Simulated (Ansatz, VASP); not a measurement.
**PbS in VASP and in Ansatz**

```
Pb S
1.0
     7.00387    0.00000    0.00000
     0.00000    6.14587    0.00000
     0.00000    0.00000    6.27737
Pb S
4 4
Direct
  0.25000 0.83560 0.54653
  0.75000 0.16440 0.54653
  0.75000 0.69463 0.00090
  0.25000 0.30537 0.00090
  0.75000 0.75313 0.41208
  0.25000 0.24687 0.41208
  0.50000 0.00000 0.86038
  0.00000 0.00000 0.86038
```

Alike in both runs: task single point; functional PBE; k mesh 4 × 5 × 5; occupations fermi-dirac, width 0.05 eV; no spin polarisation.

|  | VASP | Ansatz |
| --- | --- | --- |
| version | VASP 6.6.1 | Ansatz 0.2.0 |
| potentials or method | VASP PAW PBE potentials, release 64 (Pb_d, S) | Ansatz PAW |
| plane-wave cutoff (eV) | 520 | 420 |
| valence electrons in the cell | 80 | 80 |

Ansatz gave:

- gap on the k mesh at the Fermi level (eV): 1.28
- least direct gap on the mesh (eV): 1.80
- pressure (GPa): 0.1
- traceless stress, the component that is largest in VASP (GPa): 0.05
- rms of the force components (eV/Å): 0.025

What did VASP give for the same quantities?

gap on the k mesh at the Fermi level (eV): 1.28; least direct gap on the mesh (eV): 1.80; pressure (GPa): 0.1; traceless stress, the component that is largest in VASP (GPa): 0.05; rms of the force components (eV/Å): 0.026.

Atom by atom the forces differ by 0.002 eV/Å (rms over components).

Neither program's run includes spin-orbit coupling. Noted on Ansatz's run: odd divisions of the mesh miss points on the zone boundary, where band edges often lie, so the gap on the mesh can be too wide.
